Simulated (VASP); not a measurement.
# AlCo in VASP: relaxation of the atoms with PBE

Aim: the relaxation of the atoms of AlCo with PBE.

All numbers are computed with VASP 6.6.1; they aren't measurements. Logs are shortened: lines on timing, memory, paths and dates and some standing lists are left out, and cuts for length are marked.

### 1 The cell of the first run

The cell holds a slab with vacuum, 4 atoms: a = 2.853 Å, b = 4.034 Å, c = 18.017 Å, α = 90.00°, β = 90.00°, γ = 90.00°.

### 2 Relaxation of the atoms, PBE

Contents of INCAR:

```
ALGO = Normal ; DIPOL = 0.5 0.5 0.500
EDIFF = 1E-7 ; EDIFFG = -0.01
ENCUT = 520 ; GGA = PE
IBRION = 2 ; IDIPOL = 3
ISIF = 2 ; ISMEAR = -1
LASPH = T ; LCHARG = F
LDIPOL = T ; LREAL = F
LWAVE = F ; NELM = 100
NSW = 32 ; PREC = Accurate
SIGMA = 0.1
```

Contents of KPOINTS:

```
k-points
0
Gamma
  13 9 1
```

Contents of POSCAR:

```
AlCo
1.0
    2.8528193275      0.0000000000      0.0000000000
    0.0000000000      4.0344957840      0.0000000000
    0.0000000000      0.0000000000     18.0172000000
Co Al
2 2
Direct
    0.7500000000      0.0000000000      0.4501234526
    0.7500000000      0.5000000000      0.5498765404
    0.2500000000      0.5000000000      0.4373913154
    0.2500000000      0.0000000000      0.5626086916
```

Potentials or basis: VASP PAW PBE potentials, release 64 (Co, Al).

Run with:

```bash
> cat potpaw_PBE.64/Co/POTCAR potpaw_PBE.64/Al/POTCAR > POTCAR
> mpirun -np 1 vasp_std > vasp.out
```

OUTCAR:

```text
EDIFF = 1E-7
   EDIFFG = -0.01
   ENCUT = 520
   GGA = PE
   IBRION = 2
   ISIF = 2
   ISMEAR = -1
   LASPH = T
   LREAL = F
   NELM = 100
   NSW = 32
   PREC = Accurate

 ion  position               nearest neighbor table
   1  0.750  0.000  0.450-   4 2.48   4 2.48   3 2.48   3 2.48   3 2.48   3 2.48   2 2.70   2 2.70

   2  0.750  0.500  0.550-   3 2.48   3 2.48   4 2.48   4 2.48   4 2.48   4 2.48   1 2.70   1 2.70

   3  0.250  0.500  0.437-   2 2.48   2 2.48   1 2.48   1 2.48   1 2.48   1 2.48   4 3.03   4 3.03

   4  0.250  0.000  0.563-   1 2.48   1 2.48   2 2.48   2 2.48   2 2.48   2 2.48   3 3.03   3 3.03

  LATTYP: Found a simple orthorhombic cell.
 ALAT       =     2.8528193275
 B/A-ratio  =     1.4142135624
 C/A-ratio  =     6.3155769545

  Lattice vectors:

 A1 = (   2.8528193275,   0.0000000000,   0.0000000000)
 A2 = (   0.0000000000,   4.0344957840,   0.0000000000)
 A3 = (   0.0000000000,   0.0000000000,  18.0172000000)

Analysis of symmetry for initial positions (statically):
=====================================================================
 Subroutine PRICEL returns:
 Original cell was already a primitive cell.

 Routine SETGRP: Setting up the symmetry group for a
 simple orthorhombic supercell.

 Subroutine GETGRP returns: Found  8 space group operations
 (whereof  2 operations were pure point group operations)
 out of a pool of  8 trial point group operations.

The static configuration has the point symmetry C_1h.
 The point group associated with its full space group is D_2h.

Analysis of symmetry for dynamics (positions and initial velocities):
=====================================================================
 Subroutine PRICEL returns:
 Original cell was already a primitive cell.

 Routine SETGRP: Setting up the symmetry group for a
 simple orthorhombic supercell.

 Subroutine GETGRP returns: Found  8 space group operations
 (whereof  2 operations were pure point group operations)
 out of a pool of  8 trial point group operations.

The dynamic configuration has the point symmetry C_1h.
 The point group associated with its full space group is D_2h.

 Subroutine INISYM returns: Found  8 space group operations
 (whereof  2 operations are pure point group operations),
 and found     1 'primitive' translations

----------------------------------------------------------------------------------------

                                     Primitive cell

  volume of cell :     207.3723

  direct lattice vectors                    reciprocal lattice vectors
     2.852819327  0.000000000  0.000000000     0.350530435  0.000000000  0.000000000
     0.000000000  4.034495784  0.000000000     0.000000000  0.247862448  0.000000000
     0.000000000  0.000000000 18.017200000     0.000000000  0.000000000  0.055502520

  length of vectors
     2.852819327  4.034495784 18.017200000     0.350530435  0.247862448  0.055502520

  position of ions in fractional coordinates (direct lattice)
     0.750000000  0.000000000  0.450123453
     0.750000000  0.500000000  0.549876540
     0.250000000  0.500000000  0.437391315
     0.250000000  0.000000000  0.562608692

  ion indices of the primitive-cell ions
   primitive index   ion index
                 1           1
                 2           2
                 3           3
                 4           4

----------------------------------------------------------------------------------------

 KPOINTS: k-points

Automatic generation of k-mesh.
 Grid dimensions read from file:
 generate k-points for:   13    9    1

 Generating k-lattice:

  Cartesian coordinates                     Fractional coordinates (reciprocal lattice)
[... 75 lines left out ...]
   ISMEAR =    -1;   SIGMA  =   0.10  broadening in eV -4-tet -1-fermi 0-gaus
   EFERMI_NEDOS =   21; number of points for ismear=-14 and -15
   IALGO  =     38    algorithm
   IMIX   =      4    mixing-type and parameters
     AMIX     =   0.40;   BMIX     =  1.00
     AMIX_MAG =   1.60;   BMIX_MAG =  1.00
  volume/ion in A,a.u.               =      51.84       349.85
  Fermi-wavevector in a.u.,A,eV,Ry     =   0.797802  1.507627  8.659939  0.636488
  Thomas-Fermi vector in A             =   1.904589
   LORBIT       =      0    0 simple, 1 ext, 2 COOP (PROOUT), +10 PAW based schemes
   GGA     = PE    functional components
   LHFCALC =     F    Hartree Fock is set to
   AEXX    =    0.0000 exact exchange contribution
   IVDW    =     0    specifies the selected vdW correction
   LEPSILON=     F    determine dielectric tensor
   LRPA    =     F    only Hartree local field effects (RPA)
 conjugate gradient relaxation of ions
 non-spin polarized calculation
  energy-cutoff  :      520.00
  volume of cell :      207.37
 maximum number of plane-waves:      5613
 NGX is ok and might be reduce to    24
   NGX = 11   NGY = 15   NGZ = 67

 dipolmoment           0.000000      0.000000     -0.000000 electrons x Angstroem

--------------------------------------- Ionic step        1  -------------------------------------------

 number of electron      24.0000003 magnetization

 Free energy of the ion-electron system (eV)
  ---------------------------------------------------
  ext. energy  EPLUGINS =         0.00000000
  ---------------------------------------------------
  free energy    TOTEN  =       -20.81922930 eV

  energy without entropy =      -20.63115870  energy(sigma->0) =      -20.72519400

------------------------ aborting loop because EDIFF is reached ----------------------------------------

  FORCE on cell =-STRESS in cart. coord.  units (eV):
  Direction    XX          YY          ZZ          XY          YZ          ZX
  --------------------------------------------------------------------------------------
  -------------------------------------------------------------------------------------
  Total       -4.8408802     -3.2649580     -0.0203028      0.0000000      0.0000000      0.0000000
  in kB      -37.4010748    -25.2253583     -0.1568610      0.0000000      0.0000000      0.0000000
  external PRESSURE =     -20.9277647 kB  Pullay stress =       0.0000000 kB

 VOLUME and BASIS-vectors are now :
 -----------------------------------------------------------------------------
  energy-cutoff  :      520.00
  volume of cell :      207.37
      direct lattice vectors                 reciprocal lattice vectors
     2.852819327  0.000000000  0.000000000     0.350530435  0.000000000  0.000000000
     0.000000000  4.034495784  0.000000000     0.000000000  0.247862448  0.000000000
     0.000000000  0.000000000 18.017200000     0.000000000  0.000000000  0.055502520

 POSITION                                       TOTAL-FORCE (eV/Angst)
 -----------------------------------------------------------------------------------
      2.13961      0.00000      8.10996         0.000000      0.000000     -0.003805
      2.13961      2.01725      9.90724         0.000000     -0.000000      0.003805
      0.71320      2.01725      7.88057         0.000000     -0.000000      0.010903
      0.71320      0.00000     10.13663         0.000000     -0.000000     -0.010903
 -----------------------------------------------------------------------------------
    total drift:                                0.000000     -0.000000      0.000024

  FREE ENERGIE OF THE ION-ELECTRON SYSTEM (eV)
  ---------------------------------------------------
  free  energy   TOTEN  =       -20.8192292987 eV

  energy  without entropy=      -20.6311587048  energy(sigma->0) =      -20.72519400

--------------------------------------- Ionic step        2  -------------------------------------------

 number of electron      24.0000003 magnetization

 dipolmoment           0.000000      0.000000      0.000000 electrons x Angstroem

 Free energy of the ion-electron system (eV)
  ---------------------------------------------------
  ext. energy  EPLUGINS =         0.00000000
  ---------------------------------------------------
  free energy    TOTEN  =       -20.81924155 eV

  energy without entropy =      -20.63127952  energy(sigma->0) =      -20.72526054

 E-fermi :  -1.2691     XC(G=0):  -3.9027

 val. band max:       -1.2802364729   @ k =   0.1538   0.0000   0.0000
 cond. band min:      -1.2625393937   @ k =   0.3846   0.2222   0.0000
 fundamental gap:      0.0176970792
 Fermi energy:        -1.2690858401

 k-point     1 :       0.0000    0.0000    0.0000
  band No.  band energies     occupation
      1     -10.2685      2.00000
      2      -7.1445      2.00000
      3      -3.6900      2.00000
      4      -3.4320      2.00000
      5      -3.3764      2.00000
      6      -2.4109      1.99998
[... 433 lines left out ...]
      3      -5.1588      2.00000
      4      -3.6569      2.00000
      5      -2.8733      2.00000
      6      -2.7952      2.00000
[... 8 lines left out ...]
     15       0.3732      0.00000
     16       2.7027      0.00000

 [... further k-points ...]

------------------------ aborting loop because EDIFF is reached ----------------------------------------

 vacuum level on the upper side and lower side of the slab       (xc-potential included)        -0.015        -0.015

  FORCE on cell =-STRESS in cart. coord.  units (eV):
  Direction    XX          YY          ZZ          XY          YZ          ZX
  --------------------------------------------------------------------------------------
  -------------------------------------------------------------------------------------
  Total       -4.8350554     -3.2600790     -0.0154789      0.0000000      0.0000000      0.0000000
  in kB      -37.3560723    -25.1876629     -0.1195912      0.0000000      0.0000000      0.0000000
  external PRESSURE =     -20.8877754 kB  Pullay stress =       0.0000000 kB

 VOLUME and BASIS-vectors are now :
 -----------------------------------------------------------------------------
  energy-cutoff  :      520.00
  volume of cell :      207.37
      direct lattice vectors                 reciprocal lattice vectors
     2.852819327  0.000000000  0.000000000     0.350530435  0.000000000  0.000000000
     0.000000000  4.034495784  0.000000000     0.000000000  0.247862448  0.000000000
     0.000000000  0.000000000 18.017200000     0.000000000  0.000000000  0.055502520

 POSITION                                       TOTAL-FORCE (eV/Angst)
 -----------------------------------------------------------------------------------
      2.13961      0.00000      8.10978         0.000000     -0.000000     -0.004783
      2.13961      2.01725      9.90742         0.000000      0.000000      0.004783
      0.71320      2.01725      7.88109         0.000000      0.000000      0.009185
      0.71320      4.03450     10.13611         0.000000      0.000000     -0.009185
 -----------------------------------------------------------------------------------
    total drift:                                0.000000      0.000000      0.000024

  FREE ENERGIE OF THE ION-ELECTRON SYSTEM (eV)
  ---------------------------------------------------
  free  energy   TOTEN  =       -20.8192415501 eV

  energy  without entropy=      -20.6312795210  energy(sigma->0) =      -20.72526054

 reached required accuracy - stopping structural energy minimisation

 vacuum level on the upper side and lower side of the slab         3.433         3.433
```

It took 5.5 min on 1 thread of Oxide Virtual Turin-like, shared host; peak memory 0.35 GiB.

Results:

```yaml
Free_energy: -20.8192 eV
Energy_gained_by_relaxing: 0.0 meV/atom
Ionic_steps: 2
Largest_force_after_relaxing: 0.009 eV/Å
Band_gap_on_the_k_mesh: zero (bands 12 and 13 overlap by 0.72 eV)
```

Forces in eV/Å, atoms in the order of the input:
```
Co   0.000  0.000 -0.005
Co   0.000  0.000  0.005
Al   0.000  0.000  0.009
Al   0.000  0.000 -0.009
```

Final structure:
```xyz
4
Lattice="2.8528 0.0000 0.0000 0.0000 4.0345 0.0000 0.0000 0.0000 18.0172" Properties=species:S:1:pos:R:3 pbc="T T T"
Co    2.1396    0.0000    8.1098
Co    2.1396    2.0172    9.9074
Al    0.7132    2.0172    7.8811
Al    0.7132    4.0345   10.1361
```

Caveat: the run has no spin polarisation, though such a crystal can be magnetic. Spin polarisation is off, so any magnetic state and its effect on volume and gap are missing.
